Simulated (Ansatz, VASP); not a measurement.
# Two plane-wave programs on Sc

```
CELL_PARAMETERS angstrom
-1.91721 1.91721 1.71760
1.91721 -1.91721 1.71760
1.91721 1.91721 -1.71760
ATOMIC_POSITIONS crystal
Sc 0.00000 0.00000 0.00000
```

Alike in both runs: task single point; functional PBEsol; k mesh 8 × 8 × 8; occupations gaussian, width 0.1 eV; no spin polarisation.

|  | VASP | Ansatz |
| --- | --- | --- |
| version | VASP 6.6.1 | Ansatz 0.2.0 |
| potentials or method | VASP PAW PBE potentials, release 64 (Sc_sv), cutoff 520 eV | scalar-relativistic, plane waves, PAW |
| valence electrons in the cell | 11 | 11 |

VASP gave:

```
gap on the k mesh at the Fermi level (eV)                     : none
pressure (GPa)                                                : -2.9
traceless stress, the component that is largest in VASP (GPa) : 0.60
```

Which values does Ansatz return?

gap on the k mesh at the Fermi level (eV): none; pressure (GPa): -3.0; traceless stress, the component that is largest in VASP (GPa): 0.61.

VASP's potentials were made for PBE, not for PBEsol. A gap of «none» marks a metal or a gap that the smearing closes.
